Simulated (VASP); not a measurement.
# Fe (Pm-3m) in VASP: notebook

Runs on Fe. Level: PBE. Tasks: single point, relaxation of cell and atoms.

Program: VASP 6.6.1. These are calculated values, not measurements. Logs are shortened: lines on timing, memory, paths and dates and some standing lists are left out, and cuts for length are marked.

### 1 The cell of the first run

The structure is cubic, space group Pm-3m (No. 221). The conventional cell has a = 2.463 Å, b = 2.463 Å, c = 2.463 Å, α = 90.00°, β = 90.00°, γ = 90.00°. Within 3.3 Å of Fe (site symmetry m-3m) lie 6 Fe at 2.46 Å.

### 2 Single point, PBE, collinear spin, ferromagnetic start (volume scaled by 1.12)

INCAR

```
SYSTEM = Fe
ALGO = Normal ; EDIFF = 1E-7
ENCUT = 520 ; GGA = PE
ISIF = 2 ; ISMEAR = -1
ISPIN = 2 ; LASPH = .True.
LCHARG = .False. ; LMAXMIX = 4
LORBIT = 11 ; LREAL = .False.
LWAVE = .False. ; MAGMOM = 2.367
NBANDS = 14 ; NELM = 150
PREC = Accurate ; SIGMA = 0.05
```

KPOINTS

```
k-points
0
Gamma
  15 15 15
  0 0 0
```

POSCAR

```
Fe
1.0
    2.4626376863      0.0000000000      0.0000000000
    0.0000000000      2.4626376863      0.0000000000
    0.0000000000      0.0000000000      2.4626376863
Fe
1
Direct
    0.0000000000      0.0000000000      0.0000000000
```

Potentials or basis: VASP PAW PBE potentials, release 64 (Fe).

On the command line:

```
$ cat potpaw_PBE.64/Fe/POTCAR > POTCAR
$ mpirun -np 1 vasp_std > vasp.out
```

OUTCAR:

```text
SYSTEM = Fe
   EDIFF = 1E-7
   ENCUT = 520
   GGA = PE
   ISIF = 2
   ISMEAR = -1
   ISPIN = 2
   LASPH = .True.
   LORBIT = 11
   LREAL = .False.
   NELM = 150
   PREC = Accurate

 ion  position               nearest neighbor table
   1  0.000  0.000  0.000-

  LATTYP: Found a simple cubic cell.
 ALAT       =     2.4626376863

  Lattice vectors:

 A1 = (   2.4626376863,   0.0000000000,   0.0000000000)
 A2 = (   0.0000000000,   2.4626376863,   0.0000000000)
 A3 = (   0.0000000000,   0.0000000000,   2.4626376863)

Analysis of symmetry for initial positions (statically):
=====================================================================
 Subroutine PRICEL returns:
 Original cell was already a primitive cell.

 Routine SETGRP: Setting up the symmetry group for a
 simple cubic supercell.

 Subroutine GETGRP returns: Found 48 space group operations
 (whereof 48 operations were pure point group operations)
 out of a pool of 48 trial point group operations.

The static configuration has the point symmetry O_h .

Analysis of symmetry for dynamics (positions and initial velocities):
=====================================================================
 Subroutine PRICEL returns:
 Original cell was already a primitive cell.

 Routine SETGRP: Setting up the symmetry group for a
 simple cubic supercell.

 Subroutine GETGRP returns: Found 48 space group operations
 (whereof 48 operations were pure point group operations)
 out of a pool of 48 trial point group operations.

The dynamic configuration has the point symmetry O_h .

Analysis of structural, dynamic, and magnetic symmetry:
=====================================================================
 Subroutine PRICEL returns:
 Original cell was already a primitive cell.

 Routine SETGRP: Setting up the symmetry group for a
 simple cubic supercell.

 Subroutine GETGRP returns: Found 48 space group operations
 (whereof 48 operations were pure point group operations)
 out of a pool of 48 trial point group operations.

The overall configuration has the point symmetry O_h .

 Subroutine INISYM returns: Found 48 space group operations
 (whereof 48 operations are pure point group operations),
 and found     1 'primitive' translations

----------------------------------------------------------------------------------------

                                     Primitive cell

  volume of cell :      14.9349

  direct lattice vectors                    reciprocal lattice vectors
     2.462637686  0.000000000  0.000000000     0.406068666  0.000000000  0.000000000
     0.000000000  2.462637686  0.000000000     0.000000000  0.406068666  0.000000000
     0.000000000  0.000000000  2.462637686     0.000000000  0.000000000  0.406068666

  length of vectors
     2.462637686  2.462637686  2.462637686     0.406068666  0.406068666  0.406068666

  position of ions in fractional coordinates (direct lattice)
     0.000000000  0.000000000  0.000000000

  ion indices of the primitive-cell ions
   primitive index   ion index
                 1           1

----------------------------------------------------------------------------------------

 KPOINTS: k-points

Automatic generation of k-mesh.
 Grid dimensions read from file:
 generate k-points for:   15   15   15

 Generating k-lattice:

  Cartesian coordinates                     Fractional coordinates (reciprocal lattice)
     0.027071244  0.000000000  0.000000000     0.066666667  0.000000000  0.000000000
     0.000000000  0.027071244  0.000000000     0.000000000  0.066666667  0.000000000
     0.000000000  0.000000000  0.027071244     0.000000000  0.000000000  0.066666667

  Length of vectors
     0.027071244  0.027071244  0.027071244

  Shift w.r.t. Gamma in fractional coordinates (k-lattice)
     0.000000000  0.000000000  0.000000000

 Subroutine IBZKPT returns following result:
 ===========================================

 Found    120 irreducible k-points:

 Following reciprocal coordinates:
            Coordinates               Weight
  0.000000  0.000000  0.000000      1.000000
  0.066667  0.000000  0.000000      6.000000
  0.133333  0.000000  0.000000      6.000000
  0.200000  0.000000  0.000000      6.000000
  0.266667  0.000000  0.000000      6.000000
  0.333333  0.000000  0.000000      6.000000
[... 16 lines left out ...]
  0.266667  0.200000  0.000000     24.000000
  0.333333  0.200000  0.000000     24.000000
 [... further k-points ...]
   k-points           NKPTS =    120   k-points in BZ     NKDIM =    120   number of bands    NBANDS=     14
   number of dos      NEDOS =    301   number of ions     NIONS =      1
   total plane-waves  NPLWV =   5832
   dimension x,y,z NGX =    18 NGY =   18 NGZ =   18
   dimension x,y,z NGXF=    36 NGYF=   36 NGZF=   36
   ions per type =               1
   NGX,Y,Z   is equivalent  to a cutoff of  12.15, 12.15, 12.15 a.u.
   NGXF,Y,Z  is equivalent  to a cutoff of  24.30, 24.30, 24.30 a.u.
 SYSTEM =  Fe
   PREC   = accura    normal or accurate (medium, high low for compatibility)
   ISTART =      0    job   : 0-new  1-cont  2-samecut
   ICHARG =      2    charge: 1-file 2-atom 10-const
   ISPIN  =      2    spin polarized calculation?
   LNONCOLLINEAR =      F non collinear calculations
   LSORBIT =      F    spin-orbit coupling
   LASPH  =      T    aspherical Exc in radial PAW
   ENCUT  =  520.0 eV  38.22 Ry    6.18 a.u.   4.58  4.58  4.58*2*pi/ulx,y,z
   NELM   =    150;   NELMIN=  2; NELMDL= -5     # of ELM steps
   EDIFF  = 0.1E-06   stopping-criterion for ELM
   LREAL  =      F    real-space projection
   EDIFFG = 0.1E-05   stopping-criterion for IOM
   NSW    =      0    number of steps for IOM
   IBRION =     -1    ionic relax: 0-MD 1-quasi-New 2-CG
   NFREE  =      0    steps in history (QN), initial steepest desc. (CG)
   ISIF   =      2    stress and relaxation
   ISYM   =      2    0-nonsym 1-usesym 2-fastsym
   POTIM  = 0.5000    time-step for ionic-motion
   TEBEG  =    0.0;   TEEND  =   0.0 temperature during run
   PSTRESS=    0.0 pullay stress
   NELECT =       8.0000    total number of electrons
   NUPDOWN=      -1.0000    fix difference up-down
   EMIN   =  10.00;   EMAX   =-10.00  energy-range for DOS
   EFERMI =   0.00;   METHOD = LEGACY
   ISMEAR =    -1;   SIGMA  =   0.05  broadening in eV -4-tet -1-fermi 0-gaus
   EFERMI_NEDOS =   21; number of points for ismear=-14 and -15
   IALGO  =     38    algorithm
   IMIX   =      4    mixing-type and parameters
     AMIX     =   0.40;   BMIX     =  1.00
     AMIX_MAG =   1.60;   BMIX_MAG =  1.00
  volume/ion in A,a.u.               =      14.93       100.79
  Fermi-wavevector in a.u.,A,eV,Ry     =   1.329549  2.512483 24.051021  1.767700
  Thomas-Fermi vector in A             =   2.458703
   LORBIT       =     11    0 simple, 1 ext, 2 COOP (PROOUT), +10 PAW based schemes
   GGA     = PE    functional components
   LHFCALC =     F    Hartree Fock is set to
   AEXX    =    0.0000 exact exchange contribution
   IVDW    =     0    specifies the selected vdW correction
   LEPSILON=     F    determine dielectric tensor
   LRPA    =     F    only Hartree local field effects (RPA)
 spin polarized calculation
  energy-cutoff  :      520.00
  volume of cell :       14.93
 maximum number of plane-waves:       417
   NGX =  9   NGY =  9   NGZ =  9

 number of electron       7.9999980 magnetization       2.6434601

 Free energy of the ion-electron system (eV)
  ---------------------------------------------------
  ext. energy  EPLUGINS =         0.00000000
  ---------------------------------------------------
  free energy    TOTEN  =        -7.42421786 eV

  energy without entropy =       -7.41366320  energy(sigma->0) =       -7.41894053

 E-fermi :   3.7206     XC(G=0): -11.5432

 val. band max:        3.7164349431   @ k =   0.3333   0.2667   0.1333
 cond. band min:       3.7232555534   @ k =   0.4667   0.4000   0.2667
 fundamental gap:      0.0068206103
 Fermi energy:         3.7206367778

 spin component 1

 k-point     1 :       0.0000    0.0000    0.0000
  band No.  band energies     occupation
      1      -3.5297      1.00000
      2       0.1082      1.00000
      3       0.1082      1.00000
      4       2.8574      1.00000
      5       2.8574      1.00000
      6       2.8574      1.00000
      7      20.9741      0.00000
      8      20.9741      0.00000
      9      20.9741      0.00000
     10      24.5604      0.00000
     11      24.5604      0.00000
     12      28.5282      0.00000
     13      40.6795      0.00000
     14      40.6795      0.00000
[... 375 lines left out ...]
 k-point    24 :       0.3333    0.2000    0.0000
  band No.  band energies     occupation
      1      -0.4317      1.00000
      2       0.6532      1.00000
      3       1.3749      1.00000
      4       2.1503      1.00000
      5       2.5943      1.00000
      6       2.6892      1.00000
      7      10.9104      0.00000
      8      17.5941      0.00000
      9      25.1702      0.00000
     10      25.8896      0.00000
     11      26.8748      0.00000
     12      33.7873      0.00000
     13      34.3949      0.00000
     14      36.1375      0.00000

 [... further k-points ...]

 spin component 2

 k-point     1 :       0.0000    0.0000    0.0000
  band No.  band energies     occupation
      1      -3.2324      1.00000
      2       1.8600      1.00000
      3       1.8605      1.00000
      4       6.0966      0.00000
      5       6.0966      0.00000
      6       6.0974      0.00000
      7      21.6042      0.00000
      8      21.6042      0.00000
      9      21.6042      0.00000
     10      25.0550      0.00000
     11      25.0551      0.00000
     12      28.3695      0.00000
     13      41.0728      0.00000
     14      41.0728      0.00000
[... 375 lines left out ...]
 k-point    24 :       0.3333    0.2000    0.0000
  band No.  band energies     occupation
      1       0.2475      1.00000
      2       2.4901      1.00000
      3       3.2144      0.99996
      4       4.9802      0.00000
      5       5.2261      0.00000
      6       5.7733      0.00000
      7      11.8429      0.00000
      8      18.2687      0.00000
      9      25.7579      0.00000
     10      26.6863      0.00000
     11      26.9656      0.00000
     12      34.1139      0.00000
     13      35.1142      0.00000
     14      36.4186      0.00000

 [... further k-points ...]

------------------------ aborting loop because EDIFF is reached ----------------------------------------

  FORCE on cell =-STRESS in cart. coord.  units (eV):
  Direction    XX          YY          ZZ          XY          YZ          ZX
  --------------------------------------------------------------------------------------
  -------------------------------------------------------------------------------------
  Total       -0.9459939     -0.9459939     -0.9459939     -0.0000000      0.0000000     -0.0000000
  in kB     -101.4839531   -101.4839531   -101.4839531     -0.0000000      0.0000000     -0.0000000
  external PRESSURE =    -101.4839531 kB  Pullay stress =       0.0000000 kB

 VOLUME and BASIS-vectors are now :
 -----------------------------------------------------------------------------
  energy-cutoff  :      520.00
  volume of cell :       14.93
      direct lattice vectors                 reciprocal lattice vectors
     2.462637686  0.000000000  0.000000000     0.406068666  0.000000000  0.000000000
     0.000000000  2.462637686  0.000000000     0.000000000  0.406068666  0.000000000
     0.000000000  0.000000000  2.462637686     0.000000000  0.000000000  0.406068666

 POSITION                                       TOTAL-FORCE (eV/Angst)
 -----------------------------------------------------------------------------------
      0.00000      0.00000      0.00000         0.000000      0.000000      0.000000
 -----------------------------------------------------------------------------------
    total drift:                                0.000000      0.000000     -0.000000

  FREE ENERGIE OF THE ION-ELECTRON SYSTEM (eV)
  ---------------------------------------------------
  free  energy   TOTEN  =        -7.4242178560 eV

  energy  without entropy=       -7.4136632036  energy(sigma->0) =       -7.41894053

 total charge

# of ion       s       p       d       tot
------------------------------------------
    1        0.460   0.345   6.191   6.997

 magnetization (x)

# of ion       s       p       d       tot
------------------------------------------
    1        0.001  -0.008   2.644   2.637
```

Wall time 93 s (1 thread of AMD EPYC 7R13, shared host); peak memory 0.12 GiB.

What came out:

```yaml
Free_energy: -7.4242 eV
Pressure: -10.1 GPa
Net_moment: 2.64 μB per cell
Site_moments: Fe +2.64 μB
Valence_electrons_inside_the_program's_atomic_spheres: Fe 7.00
```

Caveat: the cell differs from its parent crystal (volume scaled by 1.12).

### 3 Single point, PBE, collinear spin, ferromagnetic start

This run uses another cell than the first one, of 13.33 Å³/atom, 0.893 times its volume.

INCAR

```
PREC = Accurate
ENCUT = 520
EDIFF = 1E-6
ISMEAR = -1
SIGMA = 0.05
LREAL = F
LASPH = T
NELM = 150
ALGO = Normal
ISIF = 2
LWAVE = F
LCHARG = F
ISPIN = 2
MAGMOM = 2.397
LORBIT = 11
LMAXMIX = 4
GGA = PE
NBANDS = 14
```

KPOINTS

```
regular mesh
0
Gamma
  22 22 22
```

POSCAR

```
Fe
1.0
    2.3713437493      0.0000000000      0.0000000000
    0.0000000000      2.3713437493      0.0000000000
    0.0000000000      0.0000000000      2.3713437493
Fe
1
Direct
    0.0000000000      0.0000000000      0.0000000000
```

Potentials or basis: VASP PAW PBE potentials, release 64 (Fe).

On the command line:

```
$ cat potpaw_PBE.64/Fe/POTCAR > POTCAR
$ mpirun -np 1 vasp_std > vasp.out
```

Run time: 3.7 min. Hardware: 1 thread of AMD EPYC 7R13, shared host; peak memory 0.17 GiB.

It converged, with:

- Free energy: -7.4905 eV
- Pressure: -0.6 GPa
- Net moment: 2.40 μB per cell
- Site moments: Fe +2.38 μB
- Valence electrons inside the program's atomic spheres: Fe 7.17

Levels at points of the mesh, in eV from the Fermi level:
Spin up:
| k point | band 3 | band 4 | band 5 | band 6 | band 7 | band 8 |
| --- | --- | --- | --- | --- | --- | --- |
| (0.00, 0.00, 0.00) | -3.89 | -0.59 | -0.59 | -0.59 | 18.64 | 18.64 |
| (0.50, 0.00, 0.00) | -1.79 | -1.79 | -1.12 | -0.48 | 4.16 | 22.73 |
| (0.50, 0.50, 0.00) | -1.55 | -1.55 | 0.78 | 5.03 | 5.03 | 10.96 |
| (0.50, 0.50, 0.50) | -3.91 | 0.85 | 0.85 | 11.69 | 11.69 | 11.69 |
Spin down:
```csv
k point,band 1,band 2,band 3,band 4,band 5,band 6
"(0.00, 0.00, 0.00)",-7.50,-2.39,-2.39,2.46,2.46,2.46
"(0.50, 0.00, 0.00)",-3.00,-1.81,-0.99,1.02,1.03,2.58
"(0.50, 0.50, 0.00)",-3.05,-1.41,1.33,1.33,2.76,5.40
"(0.50, 0.50, 0.50)",-1.66,-1.66,-1.66,2.83,2.83,12.29
```

(Part 1 of 2 ends here.)
